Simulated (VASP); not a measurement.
Set up this calculation in VASP 6.6.1, as the native input.

```
Task                   : single point
Functional             : LDA
Potentials or basis    : VASP PAW LDA potentials, release 64 (Zn)
Cutoff                 : 520 eV
k mesh                 : 14 × 8 × 1
Occupations            : fermi-dirac, width 0.08 eV
Spin                   : no spin polarisation
Dipole correction      : no
Further INCAR settings : ALGO = Normal; EDIFF = 1e-06; NBANDS = 45
```

The structure of Zn lies in POSCAR:

```
Zn
1.0
    2.5748926521      0.0000000000      0.0000000000
    0.0000000000      4.7112279034      0.0000000000
    0.0000000000      0.0000000000     21.2032000000
Zn
6
Direct
    0.7500000000      0.7500000000      0.3888419928
    0.2500000000      0.2500000000      0.3887959028
    0.2500000000      0.7500000000      0.5000236279
    0.7500000000      0.2500000000      0.4999763593
    0.7500000000      0.7500000000      0.6112040979
    0.2500000000      0.2500000000      0.6111580192
```

These files were run (other wordings do the same):

INCAR

```
SYSTEM = Zn
PREC     = Accurate       ! precision mode
ENCUT    = 520            ! plane-wave cutoff, eV
EDIFF    = 1E-6           ! SCF threshold, eV
ISMEAR   = -1             ! smearing method
SIGMA    = 0.08           ! smearing width, eV
LREAL    = .FALSE.        ! projectors in reciprocal space
LASPH    = .TRUE.         ! aspherical terms in the spheres
NELM     = 60             ! most SCF steps
ALGO     = Normal         ! electronic algorithm
ISIF     = 2              ! what is computed and relaxed
LWAVE    = .FALSE.        ! write WAVECAR
LCHARG   = .FALSE.        ! write CHGCAR
NBANDS   = 45             ! bands
```

KPOINTS

```
Automatic mesh
0
G
  14 8 1
  0 0 0
```

Potentials or basis: VASP PAW LDA potentials, release 64 (Zn).

Command:

```console
$ cat potpaw_LDA.64/Zn/POTCAR > POTCAR
$ mpirun -np 1 vasp_std > vasp.out
```

Results of the run:

| Quantity | Value |
| --- | --- |
| Largest force | 0.018 eV/Å |
| Band gap on the k mesh | zero (bands 36 and 37 overlap by 2.59 eV) |

Caveat: there is no dipole correction, which matters where the two faces differ.

Run time: 5.1 min on 1 thread of Intel(R) Xeon(R) 6975P-C (Granite Rapids), with other jobs on the host, peak memory 0.45 GiB.
